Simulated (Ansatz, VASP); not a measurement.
# One calculation of SnO, two programs

File INCAR:

```
SYSTEM = SnO
PREC = Accurate ; ENCUT = 520
EDIFF = 1E-7 ; ISMEAR = -1
SIGMA = 0.01 ; LREAL = .FALSE.
LASPH = .TRUE. ; NELM = 60
ALGO = Normal ; ISIF = 2
LWAVE = .FALSE. ; LCHARG = .FALSE.
GGA = PE ; NBANDS = 28
```

KPOINTS

```
Automatic mesh
0
G
  8 8 6
  0 0 0
```

The input POSCAR:

```
SnO
1.0
    3.7243863853      0.0000000000      0.0000000000
    0.0000000000      3.7243863853      0.0000000000
    0.0000000000      0.0000000000      4.7372784218
Sn O
2 2
Direct
    0.0000000000      0.5000000000      0.2385000000
    0.5000000000      0.0000000000      0.7615000000
    0.0000000000      0.0000000000      0.0000000000
    0.5000000000      0.5000000000      0.0000000000
```

Input for Ansatz:

```yaml
crystal:
  lattice:
    - [3.7243863853, 0.0, 0.0]
    - [0.0, 3.7243863853, 0.0]
    - [0.0, 0.0, 4.7372784218]
  atoms:
    - { symbol: Sn, position: [0.0, 0.5, 0.2385] }
    - { symbol: Sn, position: [0.5, 0.0, 0.7615] }
    - { symbol: O, position: [0.0, 0.0, 0.0] }
    - { symbol: O, position: [0.5, 0.5, 0.0] }
kpoints:
  mp_grid: { grid: [8, 8, 6] }
  band_path:
    path:
      - [0.0, 0.0, 0.0]
      - [0.0, 0.5, 0.0]
      - [0.5, 0.5, 0.0]
      - [0.0, 0.0, 0.0]
      - [0.0, 0.0, 0.5]
      - [0.0, 0.5, 0.5]
      - [0.5, 0.5, 0.5]
      - [0.0, 0.0, 0.5]
      - [0.0, 0.5, 0.0]
    npoints: 5
scf:
  occupations: { method: fermi_dirac, width: 0.01 }
hamiltonian:
  xc: pbe
  pseudopotentials: { kind: all_electron, lapw: { basis_error: 0.001 } }
output:
  forces: true
  stress: true
  eigenvalues: true
```

Change from the starting cell: volume scaled by 0.94.

Alike in both runs: task single point; functional PBE; k mesh 8 × 8 × 6; occupations fermi-dirac, width 0.01 eV; no spin polarisation.

|  | VASP | Ansatz |
| --- | --- | --- |
| version | VASP 6.6.1 | Ansatz 0.2.0 |
| potentials or method | VASP PAW PBE potentials, release 64 (Sn_d, O), cutoff 520 eV | all-electron LAPW, scalar-relativistic |

|  | VASP | Ansatz | Ansatz less VASP |
| --- | --- | --- | --- |
| pressure (GPa) | 11.8 | 11.4 | -0.37 |
| traceless stress, the component that is largest in VASP (GPa) | -1.95 | -1.96 | -0.007 |
| rms of the force components (eV/Å) | 0.578 | 0.534 | -0.0435 |

Atom by atom the forces differ by 0.043 eV/Å (rms over components). Ansatz ran all-electron here, and VASP with PAW potentials.
